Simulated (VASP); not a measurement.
# BP (F-43m) in VASP: further runs

BP is run at these levels: LDA; tasks: single point.

All numbers are computed with VASP 6.6.1; they aren't measurements. Logs are shortened: lines on timing, memory, paths and dates and some standing lists are left out, and cuts for length are marked.

## (1) The cell of the first run

It takes space group F-43m (No. 216, cubic). Conventional cell: a = 4.482 Å, b = 4.482 Å, c = 4.482 Å, α = 90.00°, β = 90.00°, γ = 90.00°. B (site symmetry -43m) has 4 P at 1.94 Å within 2.6 Å. Within 2.6 Å of P (site symmetry -43m) lie 4 B at 1.94 Å.

## (2) Single point, LDA

INCAR

```
SYSTEM = BP
PREC     = Accurate       ! precision mode
ENCUT    = 520            ! plane-wave cutoff, eV
EDIFF    = 1E-6           ! SCF threshold, eV
ISMEAR   = 0              ! smearing method
SIGMA    = 0.01           ! smearing width, eV
LREAL    = .FALSE.        ! projectors in reciprocal space
LASPH    = .TRUE.         ! aspherical terms in the spheres
NELM     = 80             ! most SCF steps
ALGO     = Normal         ! electronic algorithm
ISIF     = 2              ! what is computed and relaxed
LWAVE    = .FALSE.        ! write WAVECAR
LCHARG   = .TRUE.         ! write CHGCAR
LELF     = .TRUE.         ! ELF
LVHAR    = .TRUE.       
NBANDS   = 11             ! bands
```

KPOINTS

```
regular mesh
0
G
  8 8 8
  0 0 0
```

POSCAR

```
BP
1.0
    0.0000000000      2.2411121797      2.2411121797
    2.2411121797      0.0000000000      2.2411121797
    2.2411121797      2.2411121797      0.0000000000
B P
1 1
Direct
    0.0000000000      0.0000000000      0.0000000000
    0.7500000000      0.7500000000      0.7500000000
```

Potentials or basis: VASP PAW LDA potentials, release 64 (B, P).

Run with:

```console
$ cat potpaw_LDA.64/B/POTCAR potpaw_LDA.64/P/POTCAR > POTCAR
$ mpirun -np 1 vasp_std > vasp.out
```

OUTCAR:

```text
SYSTEM = BP
   PREC = Accurate
   ENCUT = 520
   EDIFF = 1E-6
   ISMEAR = 0
   LREAL = .FALSE.
   LASPH = .TRUE.
   NELM = 80
   ISIF = 2

 ion  position               nearest neighbor table
   1  0.000  0.000  0.000-   2 1.94   2 1.94   2 1.94   2 1.94
   2  0.750  0.750  0.750-   1 1.94   1 1.94   1 1.94   1 1.94

  LATTYP: Found a face centered cubic cell.
 ALAT       =     4.4822243594

  Lattice vectors:

 A1 = (   0.0000000000,   2.2411121797,   2.2411121797)
 A2 = (   2.2411121797,   0.0000000000,   2.2411121797)
 A3 = (   2.2411121797,   2.2411121797,   0.0000000000)

Analysis of symmetry for initial positions (statically):
=====================================================================
 Subroutine PRICEL returns:
 Original cell was already a primitive cell.

 Routine SETGRP: Setting up the symmetry group for a
 face centered cubic supercell.

 Subroutine GETGRP returns: Found 24 space group operations
 (whereof 24 operations were pure point group operations)
 out of a pool of 48 trial point group operations.

The static configuration has the point symmetry T_d .

Analysis of symmetry for dynamics (positions and initial velocities):
=====================================================================
 Subroutine PRICEL returns:
 Original cell was already a primitive cell.

 Routine SETGRP: Setting up the symmetry group for a
 face centered cubic supercell.

 Subroutine GETGRP returns: Found 24 space group operations
 (whereof 24 operations were pure point group operations)
 out of a pool of 48 trial point group operations.

The dynamic configuration has the point symmetry T_d .

 Subroutine INISYM returns: Found 24 space group operations
 (whereof 24 operations are pure point group operations),
 and found     1 'primitive' translations

----------------------------------------------------------------------------------------

                                     Primitive cell

  volume of cell :      22.5123

  direct lattice vectors                    reciprocal lattice vectors
     0.000000000  2.241112180  2.241112180    -0.223103513  0.223103513  0.223103513
     2.241112180  0.000000000  2.241112180     0.223103513 -0.223103513  0.223103513
     2.241112180  2.241112180  0.000000000     0.223103513  0.223103513 -0.223103513

  length of vectors
     3.169411239  3.169411239  3.169411239     0.386426620  0.386426620  0.386426620

  position of ions in fractional coordinates (direct lattice)
     0.000000000  0.000000000  0.000000000
     0.750000000  0.750000000  0.750000000

  ion indices of the primitive-cell ions
   primitive index   ion index
                 1           1
                 2           2

----------------------------------------------------------------------------------------

 KPOINTS: regular mesh

Automatic generation of k-mesh.
 Grid dimensions read from file:
 generate k-points for:    8    8    8

 Generating k-lattice:

  Cartesian coordinates                     Fractional coordinates (reciprocal lattice)
    -0.027887939  0.027887939  0.027887939     0.125000000  0.000000000  0.000000000
     0.027887939 -0.027887939  0.027887939     0.000000000  0.125000000  0.000000000
     0.027887939  0.027887939 -0.027887939     0.000000000  0.000000000  0.125000000

  Length of vectors
     0.048303327  0.048303327  0.048303327

  Shift w.r.t. Gamma in fractional coordinates (k-lattice)
     0.000000000  0.000000000  0.000000000

 Subroutine IBZKPT returns following result:
 ===========================================

 Found     29 irreducible k-points:

 Following reciprocal coordinates:
            Coordinates               Weight
  0.000000  0.000000  0.000000      1.000000
  0.125000  0.000000  0.000000      8.000000
  0.250000  0.000000  0.000000      8.000000
  0.375000  0.000000  0.000000      8.000000
  0.500000  0.000000  0.000000      4.000000
  0.125000  0.125000  0.000000      6.000000
[... 16 lines left out ...]
  0.500000  0.250000  0.125000     48.000000
 -0.375000  0.250000  0.125000     24.000000
 [... further k-points ...]
   k-points           NKPTS =     29   k-points in BZ     NKDIM =     29   number of bands    NBANDS=     11
   number of dos      NEDOS =    301   number of ions     NIONS =      2
   total plane-waves  NPLWV =  13824
   dimension x,y,z NGX =    24 NGY =   24 NGZ =   24
   dimension x,y,z NGXF=    48 NGYF=   48 NGZF=   48
   ions per type =               1   1
   NGX,Y,Z   is equivalent  to a cutoff of  12.59, 12.59, 12.59 a.u.
   NGXF,Y,Z  is equivalent  to a cutoff of  25.18, 25.18, 25.18 a.u.
 SYSTEM =  BP
   PREC   = accura    normal or accurate (medium, high low for compatibility)
   ISTART =      0    job   : 0-new  1-cont  2-samecut
   ICHARG =      2    charge: 1-file 2-atom 10-const
   ISPIN  =      1    spin polarized calculation?
   LNONCOLLINEAR =      F non collinear calculations
   LSORBIT =      F    spin-orbit coupling
   LASPH  =      T    aspherical Exc in radial PAW
   ENCUT  =  520.0 eV  38.22 Ry    6.18 a.u.   5.89  5.89  5.89*2*pi/ulx,y,z
   NELM   =     80;   NELMIN=  2; NELMDL= -5     # of ELM steps
   EDIFF  = 0.1E-05   stopping-criterion for ELM
   LREAL  =      F    real-space projection
   EDIFFG = 0.1E-04   stopping-criterion for IOM
   NSW    =      0    number of steps for IOM
   IBRION =     -1    ionic relax: 0-MD 1-quasi-New 2-CG
   NFREE  =      0    steps in history (QN), initial steepest desc. (CG)
   ISIF   =      2    stress and relaxation
   ISYM   =      2    0-nonsym 1-usesym 2-fastsym
   POTIM  = 0.5000    time-step for ionic-motion
   TEBEG  =    0.0;   TEEND  =   0.0 temperature during run
   PSTRESS=    0.0 pullay stress
   NELECT =       8.0000    total number of electrons
   NUPDOWN=      -1.0000    fix difference up-down
   EMIN   =  10.00;   EMAX   =-10.00  energy-range for DOS
   EFERMI =   0.00;   METHOD = LEGACY
   ISMEAR =     0;   SIGMA  =   0.01  broadening in eV -4-tet -1-fermi 0-gaus
   EFERMI_NEDOS =   21; number of points for ismear=-14 and -15
   IALGO  =     38    algorithm
   IMIX   =      4    mixing-type and parameters
     AMIX     =   0.40;   BMIX     =  1.00
     AMIX_MAG =   1.60;   BMIX_MAG =  1.00
  volume/ion in A,a.u.               =      11.26        75.96
  Fermi-wavevector in a.u.,A,eV,Ry     =   1.159572  2.191274 18.294507  1.344608
  Thomas-Fermi vector in A             =   2.296164
   LORBIT       =      0    0 simple, 1 ext, 2 COOP (PROOUT), +10 PAW based schemes
   GGA     = CA    functional components
   LHFCALC =     F    Hartree Fock is set to
   AEXX    =    0.0000 exact exchange contribution
   IVDW    =     0    specifies the selected vdW correction
   LEPSILON=     F    determine dielectric tensor
   LRPA    =     F    only Hartree local field effects (RPA)
 non-spin polarized calculation
 Gauss-broadening in eV      SIGMA  =   0.01
  energy-cutoff  :      520.00
  volume of cell :       22.51
 maximum number of plane-waves:       620
   NGX = 11   NGY = 11   NGZ = 11

 number of electron       8.0000001 magnetization

 Free energy of the ion-electron system (eV)
  ---------------------------------------------------
  ext. energy  EPLUGINS =         0.00000000
  ---------------------------------------------------
  free energy    TOTEN  =       -14.39704699 eV

  energy without entropy =      -14.39704699  energy(sigma->0) =      -14.39704699

 E-fermi :   8.0006     XC(G=0): -11.2415

 val. band max:        7.8549924424   @ k =   0.0000   0.0000   0.0000
 cond. band min:       9.0336610095   @ k =   0.3750   0.3750   0.0000
 fundamental gap:      1.1786685672
 Fermi energy:         8.0006096950

 k-point     1 :       0.0000    0.0000    0.0000
  band No.  band energies     occupation
      1      -7.8661      2.00000
      2       7.8550      2.00000
      3       7.8550      2.00000
      4       7.8550      2.00000
      5      11.2930      0.00000
      6      11.2930      0.00000
      7      11.2930      0.00000
      8      15.7958      0.00000
      9      19.3764      0.00000
     10      20.1462      0.00000
     11      20.1462      0.00000

 k-point     2 :       0.1250    0.0000    0.0000
  band No.  band energies     occupation
      1      -7.5767      2.00000
      2       5.9753      2.00000
      3       7.4154      2.00000
      4       7.4154      2.00000
      5      11.8701      0.00000
      6      11.9003      0.00000
      7      11.9003      0.00000
      8      16.4943      0.00000
      9      19.1662      0.00000
     10      19.1662      0.00000
     11      20.2329      0.00000

 k-point     3 :       0.2500    0.0000    0.0000
  band No.  band energies     occupation
      1      -6.7261      2.00000
      2       2.9214      2.00000
      3       6.7123      2.00000
      4       6.7123      2.00000
      5      12.0203      0.00000
      6      12.6683      0.00000
      7      12.6683      0.00000
      8      17.6796      0.00000
      9      18.8924      0.00000
     10      18.8924      0.00000
     11      21.0079      0.00000

 k-point     4 :       0.3750    0.0000    0.0000
  band No.  band energies     occupation
      1      -5.4140      2.00000
      2       0.1173      2.00000
      3       6.2279      2.00000
      4       6.2279      2.00000
      5      11.9163      0.00000
      6      12.6857      0.00000
      7      12.6857      0.00000
      8      17.9951      0.00000
      9      20.6167      0.00000
     10      20.6167      0.00000
     11      21.8611      0.00000

 k-point     5 :       0.5000    0.0000    0.0000
  band No.  band energies     occupation
      1      -4.3914      2.00000
      2      -1.4214      2.00000
      3       6.0626      2.00000
      4       6.0626      2.00000
      5      11.8627      0.00000
      6      12.5614      0.00000
      7      12.5614      0.00000
      8      17.9093      0.00000
      9      22.6741      0.00000
     10      22.6741      0.00000
     11      22.7675      0.00000
[... 211 lines left out ...]
 k-point    21 :       0.5000    0.5000    0.0000
  band No.  band energies     occupation
      1      -2.8404      2.00000
      2      -0.8206      2.00000
      3       3.6162      2.00000
      4       3.6162      2.00000
      5       9.0874      0.00000
      6       9.3777      0.00000
      7      20.2026      0.00000
      8      20.2026      0.00000
      9      23.2841      0.00000
     10      24.8794      0.00000
     11      26.1566      0.00000

 k-point    22 :       0.3750    0.2500    0.1250
  band No.  band energies     occupation
      1      -5.9799      2.00000
      2       2.8966      2.00000
      3       3.9340      2.00000
      4       5.8348      2.00000
      5      11.3049      0.00000
      6      13.8533      0.00000
      7      14.2029      0.00000
      8      15.5155      0.00000
      9      19.6573      0.00000
     10      21.9037      0.00000
     11      23.7505      0.00000

 k-point    23 :       0.5000    0.2500    0.1250
  band No.  band energies     occupation
      1      -4.6994      2.00000
      2       0.6396      2.00000
      3       3.3017      2.00000
      4       5.0233      2.00000
      5      11.9214      0.00000
      6      13.4013      0.00000
      7      15.2945      0.00000
      8      16.3341      0.00000
      9      20.4174      0.00000
     10      21.4335      0.00000
     11      25.1272      0.00000

 k-point    24 :      -0.3750    0.2500    0.1250
  band No.  band energies     occupation
      1      -3.7142      2.00000
      2      -0.7876      2.00000
      3       3.2381      2.00000
      4       4.6315      2.00000
      5      11.9763      0.00000
      6      13.1598      0.00000
      7      16.3520      0.00000
      8      17.7720      0.00000
      9      18.3930      0.00000
     10      22.4508      0.00000
     11      24.8267      0.00000

 [... further k-points ...]
[... 5 lines left out ...]
  --------------------------------------------------------------------------------------
  -------------------------------------------------------------------------------------
  Total        0.1235971      0.1235971      0.1235971     -0.0000000      0.0000000      0.0000000
  in kB        8.7962606      8.7962606      8.7962606     -0.0000000      0.0000000      0.0000000
  external PRESSURE =       8.7962606 kB  Pullay stress =       0.0000000 kB

 VOLUME and BASIS-vectors are now :
 -----------------------------------------------------------------------------
  energy-cutoff  :      520.00
  volume of cell :       22.51
      direct lattice vectors                 reciprocal lattice vectors
     0.000000000  2.241112180  2.241112180    -0.223103513  0.223103513  0.223103513
     2.241112180  0.000000000  2.241112180     0.223103513 -0.223103513  0.223103513
     2.241112180  2.241112180  0.000000000     0.223103513  0.223103513 -0.223103513

 POSITION                                       TOTAL-FORCE (eV/Angst)
 -----------------------------------------------------------------------------------
      0.00000      0.00000      0.00000         0.000000     -0.000000     -0.000000
      3.36167      3.36167      3.36167        -0.000000      0.000000      0.000000
 -----------------------------------------------------------------------------------
    total drift:                               -0.000000     -0.000000     -0.000000

  FREE ENERGIE OF THE ION-ELECTRON SYSTEM (eV)
  ---------------------------------------------------
  free  energy   TOTEN  =       -14.3970469867 eV

  energy  without entropy=      -14.3970469867  energy(sigma->0) =      -14.39704699
```

It took 3 s on 1 thread of AMD EPYC 9R45 (Zen 5), shared host; peak memory 0.09 GiB.

Results:

```yaml
Free_energy: -14.3970 eV
Pressure: 0.9 GPa
Band_gap_on_the_k_mesh: 1.18 eV, indirect (least direct gap 3.44 eV)
```

(Part 1 of 2 ends here.)
